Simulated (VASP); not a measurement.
Wanted: the native input for a VASP 6.6.1 run.

- Task: single point
- Functional: PBE
- Potentials or basis: VASP PAW PBE potentials, release 64 (Re)
- Cutoff: 520 eV
- k mesh: 18 × 18 × 10
- Occupations: gaussian, width 0.15 eV
- Spin: no spin polarisation
- Dipole correction: no
- Further INCAR settings: ALGO = Fast; EDIFF = 1e-06; NBANDS = 14

The structure of Re lies in POSCAR:

```
Re
1.0
    2.7748241524      0.0000000000      0.0000000000
   -1.3874120762      2.4030682070      0.0000000000
    0.0000000000      0.0000000000      4.4842238099
Re
2
Direct
    0.3248025726      0.6496051451      0.1958100197
    0.6751974274      0.3503948549      0.8041899803
```

This cell differs from its parent crystal: mode 4 frozen in at -0.243 Å and mode 6 at -0.041 Å (largest displacements).

One way to write it, as run:

INCAR

```
SYSTEM = Re
PREC = Accurate ; ENCUT = 520
EDIFF = 1E-6 ; ISMEAR = 0
SIGMA = 0.15 ; LREAL = .FALSE.
LASPH = .TRUE. ; NELM = 100
ALGO = Fast ; ISIF = 2
LWAVE = .FALSE. ; LCHARG = .FALSE.
GGA = PE ; NBANDS = 14
```

KPOINTS

```
regular mesh
0
G
  18 18 10
  0 0 0
```

Potentials or basis: VASP PAW PBE potentials, release 64 (Re).

Command:

```sh
$ cat potpaw_PBE.64/Re/POTCAR > POTCAR
$ mpirun -np 1 vasp_std > vasp.out
```

It gave:

| Quantity | Value |
| --- | --- |
| Pressure | 41.5 GPa |
| Largest force | 7.963 eV/Å |
| Band gap on the k mesh | zero (band 7 reaches 9.58 eV, above the bottom of band 8 at 6.80 eV) |

Caveat: the cell differs from its parent crystal (mode 4 frozen in at -0.243 Å and mode 6 at -0.041 Å (largest displacements)); spin-orbit coupling is left out, which moves the levels of the heavy elements; forces of over 1 eV/Å act on the atoms, so gaps and moduli don't describe the material at rest.

Run time: 3.6 min on 1 thread of Intel(R) Xeon(R) Platinum 8488C (Sapphire Rapids), on a shared host, peak memory 0.42 GiB.
